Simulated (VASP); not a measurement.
# CoO in VASP: notebook, part 2 of 2

VASP 6.6.1.

### Step 4. Single point, LDA, collinear spin, ferromagnetic start (volume scaled by 0.94)

Input file INCAR:

```
PREC = Accurate
ENCUT = 520
EDIFF = 1E-6
ISMEAR = -1
SIGMA = 0.05
LREAL = F
LASPH = T
NELM = 150
ALGO = Normal
ISIF = 2
LWAVE = F
LCHARG = F
ISPIN = 2
MAGMOM = 2 0
LORBIT = 11
LMAXMIX = 4
NBANDS = 18
```

Input file KPOINTS:

```
Automatic mesh
0
Gamma
  12 12 12
```

Input file POSCAR:

```
CoO
1.0
   -1.4772158519      1.4772158519      2.0642304156
    1.4772158519     -1.4772158519      2.0642304156
    1.4772158519      1.4772158519     -2.0642304156
Co O
1 1
Direct
    0.0000000000      0.0000000000      0.0000000000
    0.5000000000      0.5000000000      0.0000000000
```

Potentials or basis: VASP PAW LDA potentials, release 64 (Co, O).

Run with:

```sh
> cat potpaw_LDA.64/Co/POTCAR potpaw_LDA.64/O/POTCAR > POTCAR
> mpirun -np 1 vasp_std > vasp.out
```

OUTCAR:

```text
PREC = Accurate
   ENCUT = 520
   EDIFF = 1E-6
   ISMEAR = -1
   LREAL = F
   LASPH = T
   NELM = 150
   ISIF = 2
   ISPIN = 2
   LORBIT = 11

 ion  position               nearest neighbor table
   1  0.000  0.000  0.000-   2 2.06   2 2.06   2 2.09   2 2.09   2 2.09   2 2.09
   2  0.500  0.500  0.000-   1 2.06   1 2.06   1 2.09   1 2.09   1 2.09   1 2.09

  LATTYP: Found a body centered tetragonal cell.
 ALAT       =     2.9544317038
 C/A-ratio  =     1.3973790039

[... 1224 lines left out ...]
  in kB     -125.1885686   -125.1885686   -118.9187048      0.0000000      0.0000000      0.0000000
  external PRESSURE =    -123.0986140 kB  Pullay stress =       0.0000000 kB

 VOLUME and BASIS-vectors are now :
 -----------------------------------------------------------------------------
  energy-cutoff  :      520.00
  volume of cell :       18.02
      direct lattice vectors                 reciprocal lattice vectors
    -1.477215852  1.477215852  2.064230416     0.000000000  0.338474570  0.242221022
     1.477215852 -1.477215852  2.064230416     0.338474570  0.000000000  0.242221022
     1.477215852  1.477215852 -2.064230416     0.338474570  0.338474570  0.000000000

 POSITION                                       TOTAL-FORCE (eV/Angst)
 -----------------------------------------------------------------------------------
      0.00000      0.00000      0.00000        -0.000000      0.000000      0.000000
      0.00000      0.00000      2.06423         0.000000     -0.000000     -0.000000
 -----------------------------------------------------------------------------------
    total drift:                               -0.000000      0.000000     -0.000000

  FREE ENERGIE OF THE ION-ELECTRON SYSTEM (eV)
  ---------------------------------------------------
  free  energy   TOTEN  =       -14.7984844166 eV

  energy  without entropy=      -14.7656881267  energy(sigma->0) =      -14.78208627

 total charge

# of ion       s       p       d       tot
------------------------------------------
    1        0.314   0.403   7.267   7.984
    2        1.548   3.402   0.000   4.950
--------------------------------------------------
tot          1.862   3.805   7.267  12.934

 magnetization (x)

# of ion       s       p       d       tot
------------------------------------------
    1        0.019   0.018   2.065   2.102
    2        0.029   0.187   0.000   0.216
--------------------------------------------------
tot          0.048   0.204   2.065   2.317
```

OSZICAR:

```text
N       E                     dE             d eps       ncg     rms          rms(c)
DAV:   1     0.741973339950E+02    0.74197E+02   -0.65874E+03 12276   0.984E+02
DAV:   2    -0.124870675016E+02   -0.86684E+02   -0.75250E+02 12268   0.223E+02
DAV:   3    -0.170723196151E+02   -0.45853E+01   -0.44065E+01 13706   0.542E+01
DAV:   4    -0.171186042230E+02   -0.46285E-01   -0.46234E-01 14392   0.519E+00
DAV:   5    -0.171196169272E+02   -0.10127E-02   -0.10125E-02 14520   0.757E-01    0.160E+01
DAV:   6    -0.161419823740E+02    0.97763E+00   -0.13806E+01 14836   0.581E+01    0.184E+01
DAV:   7    -0.148993068495E+02    0.12427E+01   -0.62087E+00 14522   0.454E+01    0.729E+00
DAV:   8    -0.148058452261E+02    0.93462E-01   -0.34267E-01 16432   0.830E+00    0.366E+00
DAV:   9    -0.148038653643E+02    0.19799E-02   -0.47905E-02 18522   0.304E+00    0.110E+00
DAV:  10    -0.147988002767E+02    0.50651E-02   -0.12783E-02 16592   0.197E+00    0.358E-01
DAV:  11    -0.147985023643E+02    0.29791E-03   -0.30360E-03 16494   0.839E-01    0.887E-02
DAV:  12    -0.147984917455E+02    0.10619E-04   -0.27678E-04 13776   0.144E-01    0.359E-02
DAV:  13    -0.147984842399E+02    0.75056E-05   -0.10347E-05 16822   0.370E-02    0.181E-02
DAV:  14    -0.147984844166E+02   -0.17668E-06   -0.16964E-06  8396   0.202E-02
   1 F= -.14798484E+02 E0= -.14782086E+02  d E =-.327963E-01  mag=     2.3636
```

Run time: 69 s. Hardware: 1 thread of AMD EPYC 9R45 (Zen 5), shared host; peak memory 0.17 GiB.

Results:

| Item | Value |
| --- | --- |
| Free energy | -14.7985 eV |
| Pressure | -12.3 GPa |
| Net moment | 2.36 μB per cell |
| Site moments | Co +2.10; O +0.22 μB |
| Valence electrons inside the program's atomic spheres | Co 7.98; O 4.95 |

Caveat: a cell with one magnetic atom can't hold antiferromagnetic order, which such compounds often take; semilocal functionals often make such compounds metallic where correlation or magnetic order opens a gap, which also shifts bond lengths.

### Step 5. Single point, PBEsol, collinear spin, ferromagnetic start (volume scaled by 0.96)

Input file INCAR:

```
SYSTEM = CoO
PREC = Accurate
ENCUT = 520
EDIFF = 1E-6
ISMEAR = -1
SIGMA = 0.05
LREAL = .False.
LASPH = .True.
NELM = 150
ALGO = Normal
ISIF = 2
LWAVE = .False.
LCHARG = .True.
ISPIN = 2
MAGMOM = 2 0
LORBIT = 11
LMAXMIX = 4
GGA = PS
LELF = .True.
LVHAR = .True.
NBANDS = 18
```

Input file KPOINTS:

```
regular mesh
0
Gamma
  12 12 12
  0 0 0
```

Input file POSCAR:

```
CoO
1.0
   -1.4876191232      1.4876191232      2.0787677284
    1.4876191232     -1.4876191232      2.0787677284
    1.4876191232      1.4876191232     -2.0787677284
Co O
1 1
Direct
    0.0000000000      0.0000000000      0.0000000000
    0.5000000000      0.5000000000      0.0000000000
```

Potentials or basis: VASP PAW PBE potentials, release 64 (Co, O).

Run with:

```sh
> cat potpaw_PBE.64/Co/POTCAR potpaw_PBE.64/O/POTCAR > POTCAR
> mpirun -np 1 vasp_std > vasp.out
```

OUTCAR:

```text
SYSTEM = CoO
   PREC = Accurate
   ENCUT = 520
   EDIFF = 1E-6
   ISMEAR = -1
   LREAL = .False.
   LASPH = .True.
   NELM = 150
   ISIF = 2
   ISPIN = 2
   LORBIT = 11
   GGA = PS

 ion  position               nearest neighbor table
   1  0.000  0.000  0.000-   2 2.08   2 2.08   2 2.10   2 2.10   2 2.10   2 2.10
   2  0.500  0.500  0.000-   1 2.08   1 2.08   1 2.10   1 2.10   1 2.10   1 2.10

  LATTYP: Found a body centered tetragonal cell.
 ALAT       =     2.9752382464
 C/A-ratio  =     1.3973790038

  Lattice vectors:

 A1 = (  -1.4876191232,   1.4876191232,   2.0787677284)
[... 1223 lines left out ...]

 VOLUME and BASIS-vectors are now :
 -----------------------------------------------------------------------------
  energy-cutoff  :      520.00
  volume of cell :       18.40
      direct lattice vectors                 reciprocal lattice vectors
    -1.487619123  1.487619123  2.078767728     0.000000000  0.336107537  0.240527113
     1.487619123 -1.487619123  2.078767728     0.336107537  0.000000000  0.240527113
     1.487619123  1.487619123 -2.078767728     0.336107537  0.336107537  0.000000000

 POSITION                                       TOTAL-FORCE (eV/Angst)
 -----------------------------------------------------------------------------------
      0.00000      0.00000      0.00000         0.000000      0.000000     -0.000000
      0.00000      0.00000      2.07877        -0.000000     -0.000000      0.000000
 -----------------------------------------------------------------------------------
    total drift:                               -0.000000      0.000000     -0.000000

  FREE ENERGIE OF THE ION-ELECTRON SYSTEM (eV)
  ---------------------------------------------------
  free  energy   TOTEN  =       -14.0008036641 eV

  energy  without entropy=      -13.9665879769  energy(sigma->0) =      -13.98369582

 total charge

# of ion       s       p       d       tot
------------------------------------------
    1        0.311   0.394   7.190   7.895
    2        1.552   3.419   0.000   4.971
--------------------------------------------------
tot          1.862   3.814   7.190  12.866

 magnetization (x)

# of ion       s       p       d       tot
------------------------------------------
    1        0.021   0.019   2.420   2.459
    2        0.030   0.253   0.000   0.283
--------------------------------------------------
tot          0.051   0.272   2.420   2.743
```

stdout:

```text
POSCAR found type information on POSCAR CoO
 POSCAR found :  2 types and       2 ions
 scaLAPACK will be used
 -----------------------------------------------------------------------------
|                                                                             |
|                                                                             |
|     You enforced a specific xc type in the INCAR file but a different       |
|     I HOPE YOU KNOW WHAT YOU ARE DOING!                                     |
|                                                                             |
 -----------------------------------------------------------------------------

 LDA part: xc-table for (Slater+PW92), standard interpolation
 POSCAR, INCAR and KPOINTS ok, starting setup
 FFT: planning ... GRIDC
 FFT: planning ... GRID_SOFT
 FFT: planning ... GRID
 WAVECAR not read
 entering main loop
```

Wall time 90 s (1 thread of AMD EPYC 9R45 (Zen 5), shared host); peak memory 0.18 GiB.

What came out:

| Quantity | Value |
| --- | --- |
| Free energy | -14.0008 eV |
| Pressure | -3.4 GPa |
| Net moment | 2.79 μB per cell |
| Site moments | Co +2.46; O +0.28 μB |
| Valence electrons inside the program's atomic spheres | Co 7.89; O 4.97 |

Levels at points of the mesh, in eV from the Fermi level:
Spin up:
| k point | band 5 | band 6 | band 7 | band 8 | band 9 | band 10 | band 11 | band 12 | band 13 | band 14 |
| --- | --- | --- | --- | --- | --- | --- | --- | --- | --- | --- |
| (0.00, 0.00, 0.00) | -3.27 | -3.26 | -3.19 | -3.19 | -3.09 | 1.11 | 16.71 | 18.30 | 18.30 | 18.33 |
| (0.50, 0.00, 0.00) | -2.34 | -2.33 | -1.78 | 0.18 | 0.27 | 4.95 | 9.65 | 13.41 | 13.69 | 20.90 |
| (0.50, 0.50, 0.00) | -4.15 | -2.88 | -2.27 | -2.03 | -2.01 | 6.03 | 9.87 | 11.75 | 16.06 | 16.27 |
| (0.50, 0.50, 0.50) | -4.11 | -2.85 | -2.26 | -2.04 | -2.04 | 6.03 | 10.03 | 11.60 | 16.02 | 16.02 |
Spin down:
```tsv
k point	band 4	band 5	band 6	band 7	band 8	band 9
(0.00, 0.00, 0.00)	-2.87	-1.24	-1.24	-1.18	-0.24	-0.22
(0.50, 0.00, 0.00)	-5.10	-0.16	-0.13	0.18	2.62	2.69
(0.50, 0.50, 0.00)	-4.15	-2.49	0.14	0.16	0.27	0.86
(0.50, 0.50, 0.50)	-4.24	-2.48	0.15	0.15	0.32	0.85
```

Caveat: the PAW data sets were made with another functional, which shifts forces and pressure a little; a cell with one magnetic atom can't hold antiferromagnetic order, which such compounds often take; semilocal functionals often make such compounds metallic where correlation or magnetic order opens a gap, which also shifts bond lengths.

### Step 6. Overview

```csv
level,potentials or basis,cell,k mesh,smearing,gap on the mesh (eV),pressure (GPa),moment (μB)
PBE,"VASP PAW PBE potentials, release 64 (Co, O)","a = 2.998 Å, angles 119.6, 119.6, 90.7°, 2 atoms",12 × 12 × 12,fermi-dirac 0.05 eV,none,-0.5,2.88
PBEsol,"VASP PAW PBE potentials, release 64 (Co, O)","a = 2.998 Å, angles 119.6, 119.6, 90.7°, 2 atoms",8 × 8 × 9,methfessel-paxton 0.1 eV,none,-9.4,2.94
LDA,"VASP PAW LDA potentials, release 64 (Co, O)","a = 2.937 Å, angles 119.6, 119.6, 90.7°, 2 atoms",12 × 12 × 12,fermi-dirac 0.05 eV,none,-12.3,2.36
PBEsol,"VASP PAW PBE potentials, release 64 (Co, O)","a = 2.958 Å, angles 119.6, 119.6, 90.7°, 2 atoms",12 × 12 × 12,fermi-dirac 0.05 eV,none,-3.4,2.79
```

Some of these runs hold the atoms at other places in the same cell, which the table doesn't show; runs alike in all that it shows share one row.

Alike in all rows: task single point; spin collinear, ferromagnetic start; cutoff (eV) 520.

Caveats: a cell with one magnetic atom can't hold antiferromagnetic order, which such compounds often take; semilocal functionals often make such compounds metallic where correlation or magnetic order opens a gap, which also shifts bond lengths; the PAW data sets were made with another functional, which shifts forces and pressure a little (some runs).

Absolute energies hang on the potentials; compare differences alone.
